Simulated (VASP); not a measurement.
Set up this calculation in VASP 6.6.1, as the native input.

```
Task                   : relaxation of cell and atoms
Functional             : PBE
Potentials or basis    : VASP PAW PBE potentials, release 64 (Y_sv, Zn, C, N)
Cutoff                 : 600 eV
k mesh                 : 4 × 4 × 4
Occupations            : gaussian, width 0.1 eV
Spin                   : no spin polarisation
Dipole correction      : no
Further INCAR settings : ALGO = Normal; EDIFF = 1e-06; IBRION = 2; EDIFFG = -0.04; NSW = 90; ISIF = 3
```

The structure of YZnC4N4 lies in POSCAR:

```
YZnC4N4
1.0
    6.1008602900      0.0000000000      0.0000000000
    0.0000000000      6.1008602900      0.0000000000
    0.0000000000      0.0000000000      6.1008602900
Y Zn C N
1 1 4 4
Direct
    0.0000000000      0.0000000000      0.0000000000
    0.5000000000      0.5000000000      0.5000000000
    0.1992997100      0.1992997100      0.1992997100
    0.1992997100      0.8007002900      0.8007002900
    0.8007002900      0.1992997100      0.8007002900
    0.8007002900      0.8007002900      0.1992997100
    0.3100217700      0.3100217700      0.3100217700
    0.3100217700      0.6899782300      0.6899782300
    0.6899782300      0.3100217700      0.6899782300
    0.6899782300      0.6899782300      0.3100217700
```

These files were run (other wordings do the same):

INCAR

```
PREC = Accurate ; ENCUT = 600
EDIFF = 1E-6 ; ISMEAR = 0
SIGMA = 0.1 ; LREAL = F
LASPH = T ; NELM = 100
ALGO = Normal ; ISIF = 3
LWAVE = F ; LCHARG = F
GGA = PE ; IBRION = 2
NSW = 90 ; EDIFFG = -0.04
```

KPOINTS

```
regular mesh
0
Gamma
  4 4 4
```

Potentials or basis: VASP PAW PBE potentials, release 64 (Y_sv, Zn, C, N).

Run with:

```console
$ cat potpaw_PBE.64/Y_sv/POTCAR potpaw_PBE.64/Zn/POTCAR potpaw_PBE.64/C/POTCAR potpaw_PBE.64/N/POTCAR > POTCAR
$ mpirun -np 1 vasp_std > vasp.out
```

Results of the run:

- Relaxed volume: 26.22 Å³/atom
- Relaxed cell: a = 6.401 Å, b = 6.401 Å, c = 6.401 Å, α = 90.00°, β = 90.00°, γ = 90.00°
- Space group after relaxing (to 0.1 Å): P-43m (No. 215)
- Energy gained by relaxing: 219.3 meV/atom
- Ionic steps: 10
- Pressure after relaxing: 0.1 GPa
- Largest force after relaxing: 0.021 eV/Å
- Band gap on the k mesh: zero (an odd number of electrons rules out a gap without spin polarisation)

Caveat: the volume moved by over 15 % at a fixed basis, so the end points are rough.

It took 8.2 min on 1 thread of AMD EPYC 9R45 96-Core Processor (Zen 5) (shared host), peak memory 0.41 GiB.
